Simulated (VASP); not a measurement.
Crystal: SiC.

```
CELL_PARAMETERS angstrom
3.07351 0.00000 0.00000
-1.53676 2.66174 0.00000
0.00000 0.00000 5.04525
ATOMIC_POSITIONS crystal
Si 0.33333 0.66667 0.49960
Si 0.66667 0.33333 0.99960
C 0.33333 0.66667 0.87540
C 0.66667 0.33333 0.37540
```

Base run:

- Program: VASP 6.6.1
- Functional: PBE
- Dispersion: D4
- Potentials or basis: VASP PAW PBE potentials, release 64 (Si, C)
- Cutoff: 520 eV
- k mesh: 10 × 10 × 6
- Occupations: fermi-dirac, width 0.02 eV
- Spin: no spin polarisation

Its results: band gap on the k mesh 2.43 eV, indirect (least direct gap 3.98 eV); pressure -0.4 GPa.

Task: The run is repeated on the same cell with these changes: dispersion from D4 to none. What comes out?

Result: Band gap on the k mesh 2.43 eV, indirect (least direct gap 3.98 eV); pressure 3.9 GPa.

Dispersion adds attraction, which lowers the pressure at fixed volume and, as a term added to the energy, leaves the levels alone.

A k mesh can miss the band edges.
